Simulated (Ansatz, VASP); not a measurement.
Mo in VASP and in Ansatz

The input INCAR:

```
PREC     = Accurate       # precision mode
ENCUT    = 520            # plane-wave cutoff, eV
EDIFF    = 1E-7           # SCF threshold, eV
ISMEAR   = 0              # smearing method
SIGMA    = 0.05           # smearing width, eV
LREAL    = False          # projectors in reciprocal space
LASPH    = True           # aspherical terms in the spheres
NELM     = 100            # most SCF steps
ALGO     = Fast           # electronic algorithm
ISIF     = 2              # what is computed and relaxed
LWAVE    = False          # write WAVECAR
LCHARG   = False          # write CHGCAR
GGA      = PE             # functional
NBANDS   = 13             # bands
```

Contents of KPOINTS:

```
regular mesh
0
Gamma
  20 20 20
```

File POSCAR:

```
Mo
1.0
   -1.6013871160      1.6013871160      1.6013871160
    1.6013871160     -1.6013871160      1.6013871160
    1.6013871160      1.6013871160     -1.6013871160
Mo
1
Direct
    0.0000000000      0.0000000000      0.0000000000
```

Input for Ansatz:

```yaml
crystal:
  lattice:
    - [-1.601387116, 1.601387116, 1.601387116]
    - [1.601387116, -1.601387116, 1.601387116]
    - [1.601387116, 1.601387116, -1.601387116]
  atoms:
    - { symbol: Mo, position: [0.0, 0.0, 0.0] }
basis:
  ecutwfc: 420
  ecutrho_ratio: 4
kpoints:
  mp_grid: { grid: [20, 20, 20] }
hamiltonian:
  xc: pbe
scf:
  occupations: { method: gaussian, width: 0.05 }
output:
  forces: true
  stress: true
  eigenvalues: true
```

Alike in both runs: task single point; functional PBE; k mesh 20 × 20 × 20; occupations gaussian, width 0.05 eV; no spin polarisation.

```csv
,VASP,Ansatz
version,VASP 6.6.1,Ansatz 0.2.0
potentials or method,"VASP PAW PBE potentials, release 64 (Mo_sv), cutoff 520 eV","scalar-relativistic, plane waves, PAW"
valence electrons in the cell,14,14
```

```tsv
	VASP	Ansatz	Ansatz less VASP
gap on the k mesh at the Fermi level (eV)	none	none	-
pressure (GPa)	-9.0	-9.4	-0.43
```

A gap of «none» marks a metal or a gap that the smearing closes. With one functional, cell and mesh, what is left measures potentials, basis and numerics.
